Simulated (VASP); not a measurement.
Zr2NbC2, 5 atoms in the cell. The structure is hexagonal, space group P6/mmm (No. 191). The conventional cell has a = 3.832 Å, b = 3.832 Å, c = 7.107 Å, α = 90.00°, β = 90.00°, γ = 120.00°. Within 2.9 Å of Zr (site symmetry -6m2) lie 3 Zr at 2.21 Å and 3 Nb at 2.21 Å. Within 2.9 Å of Nb (site symmetry 6/mmm) lie 6 Zr at 2.21 Å. Within 2.9 Å of C (site symmetry -6m2) lie 3 C at 2.21 Å. The cell was built from a structure type or drawn by symmetry, and may not be a known phase.

```yaml
Program: VASP 6.6.1
Task: single point
Functional: PBE
Potentials_or_basis: VASP PAW PBE potentials, release 64 (Zr_sv, Nb_sv, C)
Cutoff: 520 eV
k_mesh: 6 × 6 × 4
Occupations: gaussian, width 0.1 eV
Spin: no spin polarisation
Dipole_correction: no
Further_INCAR_settings: ALGO = Normal; EDIFF = 1e-06; NBANDS = 30
```

Potentials or basis: VASP PAW PBE potentials, release 64 (Zr_sv, Nb_sv, C).

Launch:

```bash
$ cat potpaw_PBE.64/Zr_sv/POTCAR potpaw_PBE.64/Nb_sv/POTCAR potpaw_PBE.64/C/POTCAR > POTCAR
$ mpirun -np 1 vasp_std > vasp.out
```

Hardware: 1 thread of Intel(R) Xeon(R) 6975P-C (Granite Rapids) (shared host).

Question: Estimate the wall time of this run.

Answer: It took 34 s on 1 thread of Intel(R) Xeon(R) 6975P-C (Granite Rapids) (shared host), peak memory 0.24 GiB. Counts: scf iterations 16, k points 21.
